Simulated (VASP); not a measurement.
# Hf2S: single point with PBEsol

The system is Hf2S.

```
Hf S
1.0
     3.34653    0.00000    0.00000
    -1.67327    2.89818    0.00000
     0.00000    0.00000   11.66424
Hf S
4 2
Direct
  0.66667 0.33333 0.89862
  0.33333 0.66667 0.39862
  0.66667 0.33333 0.60138
  0.33333 0.66667 0.10138
  0.00000 0.00000 0.75000
  0.00000 0.00000 0.25000
```

```json
{"Program": "VASP 6.6.1", "Task": "single point", "Functional": "PBEsol", "Potentials or basis": "VASP PAW PBE potentials, release 64 (Hf_pv, S)", "Cutoff": "520 eV", "k mesh": "12 × 12 × 4", "Occupations": "gaussian, width 0.1 eV", "Spin": "no spin polarisation"}
```

```
Pressure               : -0.4 GPa
Largest force          : 0.007 eV/Å
Band gap on the k mesh : zero (bands 26 and 27 overlap by 1.03 eV)
```

Forces on the atoms (eV/Å):
```
Hf   0.000  0.000 -0.007
Hf   0.000  0.000 -0.007
Hf   0.000  0.000  0.007
Hf   0.000  0.000  0.007
S    0.000  0.000  0.000
S    0.000  0.000  0.000
```

Levels at points of the mesh, in eV from the Fermi level:
```csv
k point,band 24,band 25,band 26,band 27,band 28,band 29
"(0.00, 0.00, 0.00)",-0.14,-0.05,0.48,0.48,0.56,0.56
"(0.50, 0.00, 0.00)",-1.31,-1.19,-0.71,-0.55,0.90,1.00
"(0.00, 0.00, 0.50)",-1.16,0.41,0.41,0.41,0.41,1.41
"(0.50, 0.00, 0.50)",-1.76,-0.97,-0.97,0.30,0.30,1.47
```

It took 5.8 min on 1 thread of Intel Xeon 8259CL (shared host), peak memory 0.36 GiB.

Caveat: the PAW data sets were made with another functional, which shifts forces and pressure a little; spin-orbit coupling is left out, which moves the levels of the heavy elements.
